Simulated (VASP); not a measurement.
# TaN in VASP: a series of runs

The runs below take TaN through single point, with r2SCAN.

Program: VASP 6.6.1. These are calculated values, not measurements. Logs are shortened: lines on timing, memory, paths and dates and some standing lists are left out, and cuts for length are marked.

**1. The cell of the first run**

The structure is tetragonal, space group I4/mmm (No. 139). The conventional cell has a = 3.109 Å, b = 3.109 Å, c = 4.265 Å, α = 90.00°, β = 90.00°, γ = 90.00°. Ta (site symmetry 4/mmm) has 6 N at 2.13 to 2.20 Å within 2.8 Å. N (site symmetry 4/mmm) has 6 Ta at 2.13 to 2.20 Å within 2.8 Å.

**2. Single point, r2SCAN (strain along c alone, the other axes held: -3.0 %)**

The input, POSCAR:

```
TaN
1.0
    2.1982663152      2.1982663152      0.0000000000
   -2.1982663152      2.1982663152      0.0000000000
    0.0000000000      0.0000000000      4.2646366515
Ta N
2 2
Direct
    0.5000000000      0.5000000000      0.0000000000
    0.0000000000      0.0000000000      0.5000000000
    0.0000000000      0.0000000000      0.0000000000
    0.5000000000      0.5000000000      0.5000000000
```

The input, INCAR.step1:

```
SYSTEM = TaN
ALGO = Normal ; EDIFF = 1E-4
ENCUT = 520 ; GGA = PE
ISMEAR = 0 ; LASPH = .TRUE.
LCHARG = .FALSE. ; LREAL = .FALSE.
LWAVE = .TRUE. ; NBANDS = 24
NELM = 60 ; PREC = Accurate
SIGMA = 0.1
```

The input, INCAR.step2:

```
SYSTEM = TaN
ALGO = Normal ; EDIFF = 1E-6
ENCUT = 520 ; ISIF = 2
ISMEAR = 0 ; ISTART = 1
LASPH = .TRUE. ; LCHARG = .FALSE.
LMIXTAU = .TRUE. ; LREAL = .FALSE.
LWAVE = .FALSE. ; METAGGA = R2SCAN
NBANDS = 24 ; NELM = 60
PREC = Accurate ; SIGMA = 0.1
```

The input, KPOINTS:

```
k-points
0
G
  16 16 12
  0 0 0
```

Potentials or basis: VASP PAW PBE potentials, release 64 (Ta_pv, N).

On the command line:

```sh
cat potpaw_PBE.64/Ta_pv/POTCAR potpaw_PBE.64/N/POTCAR > POTCAR
cp INCAR.step1 INCAR
mpirun -np 1 vasp_std > vasp.out
cp INCAR.step2 INCAR
mpirun -np 1 vasp_std > vasp.out
```

OUTCAR:

```text
SYSTEM = TaN
   EDIFF = 1E-6
   ENCUT = 520
   ISIF = 2
   ISMEAR = 0
   ISTART = 1
   LASPH = .TRUE.
   LREAL = .FALSE.
   METAGGA = R2SCAN
   NELM = 60
   PREC = Accurate

 ion  position               nearest neighbor table
   1  0.500  0.500  0.000-   4 2.13   4 2.13   3 2.20   3 2.20   3 2.20   3 2.20   2 3.06   2 3.06
                             2 3.06   2 3.06   2 3.06   2 3.06   2 3.06   2 3.06
   2  0.000  0.000  0.500-   3 2.13   3 2.13   4 2.20   4 2.20   4 2.20   4 2.20   1 3.06   1 3.06
                             1 3.06   1 3.06   1 3.06   1 3.06   1 3.06   1 3.06
   3  0.000  0.000  0.000-   2 2.13   2 2.13   1 2.20   1 2.20   1 2.20   1 2.20
   4  0.500  0.500  0.500-   1 2.13   1 2.13   2 2.20   2 2.20   2 2.20   2 2.20

  LATTYP: Found a simple tetragonal cell.
 ALAT       =     3.1088180367
 C/A-ratio  =     1.3717871555

  Lattice vectors:

 A1 = (   2.1982663152,   2.1982663152,   0.0000000000)
 A2 = (  -2.1982663152,   2.1982663152,   0.0000000000)
 A3 = (   0.0000000000,   0.0000000000,   4.2646366515)

Analysis of symmetry for initial positions (statically):
=====================================================================
 Subroutine PRICEL returns following result:

  LATTYP: Found a body centered tetragonal cell.
 ALAT       =     3.1088180367
 C/A-ratio  =     1.3717871555

  Lattice vectors:

 A1 = (   0.0000000000,  -2.1982663152,  -2.1323183258)
 A2 = (   0.0000000000,   2.1982663152,  -2.1323183257)
 A3 = (   2.1982663152,   0.0000000000,   2.1323183258)

   2 primitive cells build up your supercell.

 Routine SETGRP: Setting up the symmetry group for a
 simple tetragonal supercell.

 Subroutine GETGRP returns: Found 16 space group operations
 (whereof 16 operations were pure point group operations)
 out of a pool of 16 trial point group operations.

The static configuration has the point symmetry D_4h.

Analysis of symmetry for dynamics (positions and initial velocities):
=====================================================================
 Subroutine PRICEL returns following result:

  LATTYP: Found a body centered tetragonal cell.
 ALAT       =     3.1088180367
 C/A-ratio  =     1.3717871555

  Lattice vectors:

 A1 = (   0.0000000000,  -2.1982663152,  -2.1323183258)
 A2 = (   0.0000000000,   2.1982663152,  -2.1323183257)
 A3 = (   2.1982663152,   0.0000000000,   2.1323183258)

   2 primitive cells build up your supercell.

 Routine SETGRP: Setting up the symmetry group for a
 simple tetragonal supercell.

 Subroutine GETGRP returns: Found 16 space group operations
 (whereof 16 operations were pure point group operations)
 out of a pool of 16 trial point group operations.

The dynamic configuration has the point symmetry D_4h.

 Subroutine INISYM returns: Found 16 space group operations
 (whereof 16 operations are pure point group operations),
 and found     2 'primitive' translations

----------------------------------------------------------------------------------------

                                     Primitive cell

  volume of cell :      20.6083

  direct lattice vectors                    reciprocal lattice vectors
     0.000000000 -2.198266315 -2.132318326     0.227451968 -0.227451968 -0.234486565
     0.000000000  2.198266315 -2.132318326     0.227451968  0.227451968 -0.234486565
     2.198266315  0.000000000  2.132318326     0.454903936  0.000000000  0.000000000

  length of vectors
     3.062540814  3.062540814  3.062540814     0.398061233  0.398061233  0.454903936

  position of ions in fractional coordinates (direct lattice)
     0.500000000  0.500000000  0.000000000
     0.000000000  0.000000000  0.000000000

  ion indices of the primitive-cell ions
   primitive index   ion index
                 1           1
                 2           4

----------------------------------------------------------------------------------------

 KPOINTS: k-points

Automatic generation of k-mesh.
 Grid dimensions read from file:
 generate k-points for:   16   16   12

 Generating k-lattice:

  Cartesian coordinates                     Fractional coordinates (reciprocal lattice)
     0.014215748  0.014215748  0.000000000     0.062500000  0.000000000  0.000000000
    -0.014215748  0.014215748  0.000000000     0.000000000  0.062500000  0.000000000
     0.000000000  0.000000000  0.019540547     0.000000000  0.000000000  0.083333333

  Length of vectors
     0.020104104  0.020104104  0.019540547

  Shift w.r.t. Gamma in fractional coordinates (k-lattice)
     0.000000000  0.000000000  0.000000000

 Subroutine IBZKPT returns following result:
 ===========================================

 Found    315 irreducible k-points:

 Following reciprocal coordinates:
            Coordinates               Weight
  0.000000  0.000000  0.000000      1.000000
  0.062500  0.000000  0.000000      4.000000
  0.125000  0.000000  0.000000      4.000000
  0.187500  0.000000  0.000000      4.000000
  0.250000  0.000000  0.000000      4.000000
  0.312500  0.000000  0.000000      4.000000
[... 16 lines left out ...]
  0.437500  0.125000  0.000000      8.000000
  0.500000  0.125000  0.000000      4.000000
 [... further k-points ...]
   k-points           NKPTS =    315   k-points in BZ     NKDIM =    315   number of bands    NBANDS=     24
   number of dos      NEDOS =    301   number of ions     NIONS =      4
   total plane-waves  NPLWV =  18432
   dimension x,y,z NGX =    24 NGY =   24 NGZ =   32
   dimension x,y,z NGXF=    48 NGYF=   48 NGZF=   64
   ions per type =               2   2
   NGX,Y,Z   is equivalent  to a cutoff of  12.83, 12.83, 12.47 a.u.
   NGXF,Y,Z  is equivalent  to a cutoff of  25.67, 25.67, 24.95 a.u.
 SYSTEM =  TaN
   PREC   = accura    normal or accurate (medium, high low for compatibility)
   ISTART =      1    job   : 0-new  1-cont  2-samecut
   ICHARG =      0    charge: 1-file 2-atom 10-const
   ISPIN  =      1    spin polarized calculation?
   LNONCOLLINEAR =      F non collinear calculations
   LSORBIT =      F    spin-orbit coupling
   LASPH  =      T    aspherical Exc in radial PAW
   ENCUT  =  520.0 eV  38.22 Ry    6.18 a.u.   5.78  5.78  7.93*2*pi/ulx,y,z
   NELM   =     60;   NELMIN=  2; NELMDL=  0     # of ELM steps
   EDIFF  = 0.1E-05   stopping-criterion for ELM
   LREAL  =      F    real-space projection
   EDIFFG = 0.1E-04   stopping-criterion for IOM
   NSW    =      0    number of steps for IOM
   IBRION =     -1    ionic relax: 0-MD 1-quasi-New 2-CG
   NFREE  =      0    steps in history (QN), initial steepest desc. (CG)
   ISIF   =      2    stress and relaxation
   ISYM   =      2    0-nonsym 1-usesym 2-fastsym
   POTIM  = 0.5000    time-step for ionic-motion
   TEBEG  =    0.0;   TEEND  =   0.0 temperature during run
   PSTRESS=    0.0 pullay stress
   NELECT =      32.0000    total number of electrons
   NUPDOWN=      -1.0000    fix difference up-down
   EMIN   =  10.00;   EMAX   =-10.00  energy-range for DOS
   EFERMI =   0.00;   METHOD = LEGACY
   ISMEAR =     0;   SIGMA  =   0.10  broadening in eV -4-tet -1-fermi 0-gaus
   EFERMI_NEDOS =   21; number of points for ismear=-14 and -15
   IALGO  =     38    algorithm
   IMIX   =      4    mixing-type and parameters
     AMIX     =   0.40;   BMIX     =  1.00
     AMIX_MAG =   1.60;   BMIX_MAG =  1.00
  volume/ion in A,a.u.               =      10.30        69.54
  Fermi-wavevector in a.u.,A,eV,Ry     =   1.504645  2.843366 30.802985  2.263956
  Thomas-Fermi vector in A             =   2.615597
   LORBIT       =      0    0 simple, 1 ext, 2 COOP (PROOUT), +10 PAW based schemes
   METAGGA = R2SCAN    functional components
   LHFCALC =     F    Hartree Fock is set to
   AEXX    =    0.0000 exact exchange contribution
   IVDW    =     0    specifies the selected vdW correction
   LEPSILON=     F    determine dielectric tensor
   LRPA    =     F    only Hartree local field effects (RPA)
 non-spin polarized calculation
 Gauss-broadening in eV      SIGMA  =   0.10
  energy-cutoff  :      520.00
  volume of cell :       41.22
 maximum number of plane-waves:      1136
 NGX is ok and might be reduce to    24
   NGX = 11   NGY = 11   NGZ = 15

 number of electron      32.0000003 magnetization

 Free energy of the ion-electron system (eV)
  ---------------------------------------------------
  ext. energy  EPLUGINS =         0.00000000
  ---------------------------------------------------
  free energy    TOTEN  =      -119.13757137 eV

  energy without entropy =     -119.13098703  energy(sigma->0) =     -119.13427920

 E-fermi :   9.9689     XC(G=0): -14.6560

 val. band max:        9.9682059864   @ k =   0.1250   0.0000   0.3333
 cond. band min:       9.9824805146   @ k =   0.4375   0.2500   0.4167
 fundamental gap:      0.0142745282
 Fermi energy:         9.9688879778

 k-point     1 :       0.0000    0.0000    0.0000
  band No.  band energies     occupation
      1     -27.9405      2.00000
      2     -27.4687      2.00000
      3     -27.4687      2.00000
      4     -27.1147      2.00000
      5     -27.1147      2.00000
      6     -27.1040      2.00000
[... 16 lines left out ...]
     23      13.7077      0.00000
     24      13.7077      0.00000

 k-point     2 :       0.0625    0.0000    0.0000
  band No.  band energies     occupation
      1     -27.9313      2.00000
      2     -27.4844      2.00000
      3     -27.4630      2.00000
      4     -27.1385      2.00000
      5     -27.1157      2.00000
      6     -27.1107      2.00000
[... 16 lines left out ...]
     23      13.6074      0.00000
     24      13.6330      0.00000

 k-point     3 :       0.1250    0.0000    0.0000
  band No.  band energies     occupation
      1     -27.9040      2.00000
      2     -27.5284      2.00000
      3     -27.4465      2.00000
      4     -27.2059      2.00000
      5     -27.1305      2.00000
      6     -27.1190      2.00000
[... 16 lines left out ...]
     23      13.3322      0.00000
     24      13.4139      0.00000
[... 514 lines left out ...]
 k-point    23 :       0.4375    0.1250    0.0000
  band No.  band energies     occupation
      1     -27.8017      2.00000
      2     -27.7463      2.00000
      3     -27.5586      2.00000
      4     -27.4067      2.00000
      5     -27.3097      2.00000
      6     -27.2419      2.00000
[... 16 lines left out ...]
     23      15.4786      0.00000
     24      16.8660      0.00000

 k-point    24 :       0.5000    0.1250    0.0000
  band No.  band energies     occupation
      1     -27.7915      2.00000
      2     -27.7915      2.00000
      3     -27.4813      2.00000
      4     -27.4813      2.00000
      5     -27.2732      2.00000
      6     -27.2732      2.00000
[... 16 lines left out ...]
     23      16.4111      0.00000
     24      16.4111      0.00000

 [... further k-points ...]

------------------------ aborting loop because EDIFF is reached ----------------------------------------

  FORCE on cell =-STRESS in cart. coord.  units (eV):
  Direction    XX          YY          ZZ          XY          YZ          ZX
  --------------------------------------------------------------------------------------
  -------------------------------------------------------------------------------------
  Total        1.8684495      1.8684495      7.3744081      0.0000000      0.0000000     -0.0000000
  in kB       72.6305452     72.6305452    286.6586873      0.0000000      0.0000000     -0.0000000
  external PRESSURE =     143.9732592 kB  Pullay stress =       0.0000000 kB

 VOLUME and BASIS-vectors are now :
 -----------------------------------------------------------------------------
  energy-cutoff  :      520.00
  volume of cell :       41.22
      direct lattice vectors                 reciprocal lattice vectors
     2.198266315  2.198266315  0.000000000     0.227451968  0.227451968  0.000000000
    -2.198266315  2.198266315  0.000000000    -0.227451968  0.227451968  0.000000000
     0.000000000  0.000000000  4.264636652     0.000000000  0.000000000  0.234486565

 POSITION                                       TOTAL-FORCE (eV/Angst)
 -----------------------------------------------------------------------------------
      0.00000      2.19827      0.00000         0.000000      0.000000      0.000000
      0.00000      0.00000      2.13232        -0.000000     -0.000000     -0.000000
      0.00000      0.00000      0.00000         0.000000      0.000000     -0.000000
      0.00000      2.19827      2.13232         0.000000     -0.000000     -0.000000
 -----------------------------------------------------------------------------------
    total drift:                                0.000000     -0.000000     -0.000000

  FREE ENERGIE OF THE ION-ELECTRON SYSTEM (eV)
  ---------------------------------------------------
  free  energy   TOTEN  =      -119.1375713678 eV

  energy  without entropy=     -119.1309870341  energy(sigma->0) =     -119.13427920
```

Run time: 8.5 min. Hardware: 1 thread of Intel Xeon Platinum 8259CL at 2.50GHz (Skylake/Cascade Lake), shared host; peak memory 0.36 GiB.

What came out:

| Item | Value |
| --- | --- |
| Free energy | -119.1376 eV |
| Pressure | 14.4 GPa |
| Band gap on the k mesh | zero (bands 16 and 17 overlap by 4.26 eV) |

Stress tensor (GPa, compression positive):
```
 7.26  0.00  0.00
 0.00  7.26  0.00
 0.00  0.00 28.67
```

Caveat: the cell differs from its parent crystal (strain along c alone, the other axes held: -3.0 %); the stress differs along the axes, from 7 to 29 GPa; the PAW data sets were made with another functional, which shifts forces and pressure a little; spin-orbit coupling is left out, which moves the levels of the heavy elements.

[end of part 1 of 3]

The gap in the log of VASP goes by the Fermi energy; the results here count the filled bands.